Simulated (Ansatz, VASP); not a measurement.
PbSe: VASP beside Ansatz

The input INCAR:

```
SYSTEM = PbSe
PREC     = Accurate       ! precision mode
ENCUT    = 520            ! plane-wave cutoff, eV
EDIFF    = 1E-8           ! SCF threshold, eV
ISMEAR   = -1             ! smearing method
SIGMA    = 0.01           ! smearing width, eV
LREAL    = .FALSE.        ! projectors in reciprocal space
LASPH    = .TRUE.         ! aspherical terms in the spheres
NELM     = 80             ! most SCF steps
ALGO     = Normal         ! electronic algorithm
ISIF     = 2              ! what is computed and relaxed
LWAVE    = .FALSE.        ! write WAVECAR
LCHARG   = .FALSE.        ! write CHGCAR
GGA      = PE             ! functional
LEFG     = .TRUE.       
NBANDS   = 17             ! bands
```

Contents of KPOINTS:

```
regular mesh
0
G
  9 9 9
  0 0 0
```

File POSCAR:

```
PbSe
1.0
    0.0000000000      3.0519086191      3.0519086191
    3.0519086191      0.0000000000      3.0519086191
    3.0519086191      3.0519086191      0.0000000000
Pb Se
1 1
Direct
    0.0000000000      0.0000000000      0.0000000000
    0.5000000000      0.5000000000      0.5000000000
```

Input for Ansatz:

```yaml
crystal:
  lattice:
    - [0.0, 3.0519086191, 3.0519086191]
    - [3.0519086191, 0.0, 3.0519086191]
    - [3.0519086191, 3.0519086191, 0.0]
  atoms:
    - { symbol: Pb, position: [0.0, 0.0, 0.0] }
    - { symbol: Se, position: [0.5, 0.5, 0.5] }
kpoints:
  mp_grid: { grid: [9, 9, 9] }
scf:
  occupations: { method: fermi_dirac, width: 0.01 }
hamiltonian:
  xc: pbe
  pseudopotentials: { kind: all_electron, datasets: crystal }
output:
  forces: true
  stress: true
  eigenvalues: true
  efg: { contact_densities: true }
```

Change from the starting cell: volume scaled by 0.99, crystal datasets.

Alike in both runs: task electric field gradients; functional PBE; k mesh 9 × 9 × 9; occupations fermi-dirac, width 0.01 eV; no spin polarisation.

|  | VASP | Ansatz |
| --- | --- | --- |
| version | VASP 6.6.1 | Ansatz 0.2.0 |
| potentials or method | VASP PAW PBE potentials, release 64 (Pb_d, Se), cutoff 520 eV | all-electron PAW with datasets made for the crystal, scalar-relativistic |

|  | VASP | Ansatz | Ansatz less VASP |
| --- | --- | --- | --- |
| pressure (GPa) | 2.9 | 2.9 | +0.01 |

Ansatz ran all-electron here, and VASP with PAW potentials.

Spin-orbit coupling is off throughout.
